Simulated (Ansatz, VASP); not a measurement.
# LiF in VASP and in Ansatz

INCAR

```
PREC = Accurate
ENCUT = 520
EDIFF = 1E-6
ISMEAR = -1
SIGMA = 0.02
LREAL = F
LASPH = T
NELM = 60
ALGO = Normal
ISIF = 2
LWAVE = F
LCHARG = T
GGA = PE
LELF = T
LVHAR = T
NBANDS = 12
```

The input KPOINTS:

```
regular mesh
0
Gamma
  10 10 10
```

POSCAR

```
LiF
1.0
    0.0000000000      1.9350255854      1.9350255854
    1.9350255854      0.0000000000      1.9350255854
    1.9350255854      1.9350255854      0.0000000000
Li F
1 1
Direct
    0.0000000000      0.0000000000      0.0000000000
    0.5000000000      0.5000000000      0.5000000000
```

Input for Ansatz:

```yaml
crystal:
  lattice:
    - [0.0, 1.9350255854, 1.9350255854]
    - [1.9350255854, 0.0, 1.9350255854]
    - [1.9350255854, 1.9350255854, 0.0]
  atoms:
    - { symbol: Li, position: [0.0, 0.0, 0.0] }
    - { symbol: F, position: [0.5, 0.5, 0.5] }
kpoints:
  mp_grid: { grid: [10, 10, 10] }
  band_path:
    path:
      - [0.0, 0.0, 0.0]
      - [0.5, 0.0, 0.5]
      - [0.625, 0.25, 0.625]
      - [0.375, 0.375, 0.75]
      - [0.5, 0.5, 0.5]
      - [0.5, 0.25, 0.75]
      - [-0.0625, 0.0, 0.0625]
    npoints: 1
hamiltonian:
  xc: pbe
scf:
  occupations: { method: fermi_dirac, width: 0.02 }
  n_extra_bands: 4
output:
  forces: true
  stress: true
  eigenvalues: true
  write_density: true
  write_potential: true
  elf: true
  volumetric_format: npy
```

Change from the starting cell: hydrostatic strain -3.0%.

Alike in both runs: task single point; functional PBE; k mesh 10 × 10 × 10; occupations fermi-dirac, width 0.02 eV; no spin polarisation.

|  | VASP | Ansatz |
| --- | --- | --- |
| version | VASP 6.6.1 | Ansatz 0.2.0 |
| potentials or method | VASP PAW PBE potentials, release 64 (Li_sv, F) | plane waves, PAW |
| plane-wave cutoff (eV) | 520 | 420 |
| valence electrons in the cell | 10 | 10 |

```csv
,VASP,Ansatz,Ansatz less VASP
gap on the k mesh at the Fermi level (eV),10.24,10.24,-0.004
```

With one functional, cell and mesh, what is left measures potentials, basis and numerics.

Noted on VASP's run: the cutoff is short for stress, so the pressure is rough.
